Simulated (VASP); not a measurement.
A run of VASP 6.6.1 is set up as follows.

File INCAR:

```
ALGO = Normal ; EDIFF = 1E-6
EDIFFG = -0.01 ; ENCUT = 600
GGA = RP ; IBRION = 2
ISIF = 3 ; ISMEAR = -1
LASPH = True ; LCHARG = False
LREAL = False ; LWAVE = False
NELM = 100 ; NSW = 80
PREC = Accurate ; SIGMA = 0.1
```

Contents of KPOINTS:

```
k-points
0
Gamma
  11 11 11
```

POSCAR

```
Te
1.0
    0.0000000000      2.4339108928      2.4339108928
    2.4339108928      0.0000000000      2.4339108928
    2.4339108928      2.4339108928      0.0000000000
Te
1
Direct
    0.0000000000      0.0000000000      0.0000000000
```

Potentials or basis: VASP PAW PBE potentials, release 64 (Te).

Command:

```console
$ cat potpaw_PBE.64/Te/POTCAR > POTCAR
$ mpirun -np 1 vasp_std > vasp.out
```

What does it give for the relaxed volume?

28.96 Å³/atom.

Estimate the band gap on the k mesh.

zero (band 3 reaches 10.57 eV, above the bottom of band 4 at 5.98 eV).

Predict the relaxed cell.

a = 3.447 Å, b = 3.447 Å, c = 3.447 Å, α = 60.00°, β = 60.00°, γ = 60.00°.

Final structure:
```xyz
1
Lattice="0.0000 2.4374 2.4374 2.4374 0.0000 2.4374 2.4374 2.4374 0.0000" Properties=species:S:1:pos:R:3 pbc="T T T"
Te    0.0000    0.0000    0.0000
```

Caveat: the PAW data sets were made with another functional, which shifts forces and pressure a little; spin-orbit coupling is left out, which moves the levels of the heavy elements.
